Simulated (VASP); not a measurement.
Here is a VASP 6.6.1 calculation.

Contents of INCAR:

```
SYSTEM = SnTe
PREC = Accurate
ENCUT = 520
EDIFF = 1E-7
ISMEAR = -1
SIGMA = 0.05
LREAL = .False.
LASPH = .True.
NELM = 80
ALGO = Normal
ISIF = 2
LWAVE = .False.
LCHARG = .False.
GGA = PE
NBANDS = 17
```

Contents of KPOINTS:

```
regular mesh
0
Gamma
  12 12 12
  0 0 0
```

The input POSCAR:

```
SnTe
1.0
    0.0000000000      3.0433873167      3.0433873167
    3.0433873167      0.0000000000      3.0433873167
    3.0433873167      3.0433873167      0.0000000000
Sn Te
1 1
Direct
    0.0000000000      0.0000000000      0.0000000000
    0.2500000000      0.2500000000      0.2500000000
```

Potentials or basis: VASP PAW PBE potentials, release 64 (Sn_d, Te).

Command:

```console
$ cat potpaw_PBE.64/Sn_d/POTCAR potpaw_PBE.64/Te/POTCAR > POTCAR
$ mpirun -np 1 vasp_std > vasp.out
```

Problem. What does it give for the pressure?

Solution. 32.0 GPa.

Problem. Predict the band gap on the k mesh.

Solution. Zero (bands 10 and 11 overlap by 2.22 eV).

Caveat: the cell stands under pressure; spin-orbit coupling is left out, which moves the levels of the heavy elements.
